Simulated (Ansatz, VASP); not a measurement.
## One calculation of Pd, two programs

```
Pd
1.0
     2.60394    0.00000    0.00000
    -1.30197    2.25508    0.00000
     0.00000    0.00000    4.38197
Pd
2
Direct
  0.33333 0.66667 0.25000
  0.66667 0.33333 0.75000
```

Alike in both runs: task single point; functional PBEsol; k mesh 15 × 15 × 8; occupations fermi-dirac, width 0.05 eV; collinear spin.

```csv
,VASP,Ansatz
version,VASP 6.6.1,Ansatz 0.2.0
potentials or method,"VASP PAW PBE potentials, release 64 (Pd), cutoff 520 eV","plane waves (420 eV) with PAW, scalar-relativistic"
valence electrons in the cell,20,36
```

|  | VASP | Ansatz | Ansatz less VASP |
| --- | --- | --- | --- |
| net moment per atom (μB) | 0.00 | 0.00 | 0.000 |

VASP's potentials were made for PBE, not for PBEsol, and Ansatz warns of the same on its side. The functional is the same, so the differences come from potentials, cutoffs and numerics. VASP's potentials hold 20 valence electrons a cell and Ansatz's 36, so a difference there can come from the potentials and not from the codes. Ansatz's warnings: seeded moment not kept.
